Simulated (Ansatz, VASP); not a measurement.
# NaF: VASP beside Ansatz

```
Na F
1.0
     2.79939    0.00000    0.00000
     0.00000    2.79939    0.00000
     0.00000    0.00000    2.79939
Na F
1 1
Direct
  0.00000 0.00000 0.00000
  0.50000 0.50000 0.50000
```

Alike in both runs: task relaxation of cell and atoms; functional r2SCAN; k mesh 8 × 8 × 8; occupations gaussian, width 0.02 eV; no spin polarisation.

|  | VASP | Ansatz |
| --- | --- | --- |
| version | VASP 6.6.1 | Ansatz 0.2.0 |
| potentials or method | VASP PAW PBE potentials, release 64 (Na_pv, F), cutoff 600 eV | scalar-relativistic, plane waves, PAW |
| valence electrons in the cell | 14 | 16 |

```csv
,VASP,Ansatz,Ansatz less VASP
"gap on the k mesh at the Fermi level, each at its own relaxed structure (eV)",7.24,7.06,-0.186
relaxed volume (Å³/atom),10.71,10.90,+0.193
relaxed cell length with the largest relative difference (Å),2.777,2.793,+0.0166
```

VASP's potentials were made for PBE, not for r2SCAN. VASP's potentials hold 14 valence electrons a cell and Ansatz's 16, so a difference there can come from the potentials and not from the codes.
